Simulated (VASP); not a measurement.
Here is a VASP 6.6.1 calculation.

File POSCAR:

```
HfC
1.0
    0.0000000000      2.2890915825      2.2890915825
    2.2890915825      0.0000000000      2.2890915825
    2.2890915825      2.2890915825      0.0000000000
Hf C
1 1
Direct
    0.5000000000      0.5000000000      0.5000000000
    0.0000000000      0.0000000000      0.0000000000
```

File INCAR.step1:

```
SYSTEM = HfC
  ALGO = Normal
  EDIFF = 1E-5
  ENCUT = 660
  GGA = PE
  GGA_COMPAT = .False.
  ISMEAR = 0
  LASPH = .True.
  LCHARG = .False.
  LREAL = .False.
  LWAVE = .True.
  NBANDS = 14
  NELM = 120
  PREC = Accurate
  SIGMA = 0.05
```

Contents of INCAR.step2:

```
SYSTEM = HfC
  ALGO = Normal
  EDIFF = 1E-6
  ENCUT = 660
  GGA_COMPAT = .False.
  ISIF = 2
  ISMEAR = 0
  ISTART = 1
  LASPH = .True.
  LCHARG = .False.
  LMIXTAU = .True.
  LREAL = .False.
  LWAVE = .False.
  METAGGA = R2SCAN
  NBANDS = 14
  NELM = 120
  PREC = Accurate
  SIGMA = 0.05
```

File KPOINTS:

```
k-points
0
Gamma
  8 8 8
  0 0 0
```

Potentials or basis: VASP PAW PBE potentials, release 64 (Hf_pv, C).

Launch:

```console
$ cat potpaw_PBE.64/Hf_pv/POTCAR potpaw_PBE.64/C/POTCAR > POTCAR
$ cp INCAR.step1 INCAR
$ mpirun -np 1 vasp_std > vasp.out
$ cp INCAR.step2 INCAR
$ mpirun -np 1 vasp_std > vasp.out
```

Question: Predict the band gap on the k mesh.

Answer: Zero (bands 7 and 8 overlap by 1.45 eV).

Question: Predict the pressure.

Answer: 9.8 GPa.

Caveat: the cell stands under pressure; the PAW data sets were made with another functional, which shifts forces and pressure a little; spin-orbit coupling is left out, which moves the levels of the heavy elements.
